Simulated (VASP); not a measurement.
Si: single point with PBE+D3(BJ)

Crystal: Si.

```
Si
1.0
    -1.51451    1.51451    1.51451
     1.51451   -1.51451    1.51451
     1.51451    1.51451   -1.51451
Si
1
Cartesian
  0.0000 0.0000 0.0000
```

This isn't the form of Si at room conditions, which is diamond.

```yaml
Program: VASP 6.6.1
Task: single point
Functional: PBE
Dispersion: D3(BJ)
Potentials_or_basis: VASP PAW PBE potentials, release 64 (Si)
Cutoff: 520 eV
k_mesh: 20 × 20 × 20
Occupations: gaussian, width 0.1 eV
Spin: no spin polarisation
Dipole_correction: no
Further_INCAR_settings: ALGO = Normal; EDIFF = 1e-06; NBANDS = 8
```

```json
{"Pressure": "0.0 GPa", "Band gap on the k mesh": "zero (bands 2 and 3 overlap by 16.35 eV)", "Dispersion energy per atom": "-0.446 eV"}
```

Levels at points of the mesh, in eV from the Fermi level:
```tsv
k point	band 1	band 2	band 3	band 4	band 5	band 6	band 7
(0.00, 0.00, 0.00)	-14.72	12.05	12.05	12.05	12.74	12.74	12.74
(0.50, 0.00, 0.00)	-7.04	-6.84	5.76	7.62	8.43	10.18	20.74
(0.50, 0.50, 0.50)	-0.54	-0.54	-0.54	1.66	2.16	2.16	25.30
```

Run time: 15 s on 1 thread of Intel Xeon 8259CL, with other jobs on the host, peak memory 0.15 GiB.
